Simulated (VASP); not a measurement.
Y:

```
Y
1.0
     3.64740    0.00000    0.00000
    -1.82370    3.15874    0.00000
     0.00000    0.00000    5.73060
Y
2
Direct
  0.33333 0.66667 0.25000
  0.66667 0.33333 0.75000
```

| Quantity | Value |
| --- | --- |
| Program | VASP 6.6.1 |
| Task | relaxation of volume and atoms at fixed shape |
| Functional | LDA |
| Potentials or basis | VASP PAW LDA potentials, release 64 (Y_sv) |
| Cutoff | 600 eV |
| k mesh | 6 × 6 × 3 |
| Occupations | fermi-dirac, width 0.05 eV |
| Spin | no spin polarisation |

At the start: pressure -4.2 GPa; volume 33.01 Å³/atom.

How do energy, volume and symmetry change on relaxing?

Over 3 steps the energy falls by 50.5 meV/atom and the volume is 29.50 Å³/atom (-10.7 %); space group P6_3/mmc (No. 194, to 0.1 Å) before and after.

The path:
| step | energy change (eV) | largest force (eV/Å) | pressure (GPa) | volume (Å³) |
| --- | --- | --- | --- | --- |
| 1 | 0.0000 | 0.0000 | -4.25 | 66.02 |
| 2 | -0.0984 | 0.0000 | 0.81 | 58.01 |
| 3 | -0.1009 | 0.0000 | 0.01 | 58.99 |

Final structure:
```
CELL_PARAMETERS angstrom
3.51302 0.00000 0.00000
-1.75651 3.04237 0.00000
0.00000 0.00000 5.51948
ATOMIC_POSITIONS crystal
Y 0.33333 0.66667 0.25000
Y 0.66667 0.33333 0.75000
```

Caveat: the k points lie up to 0.38 Å⁻¹ apart in the final cell, too coarse for converged energies and pressures of a metal.
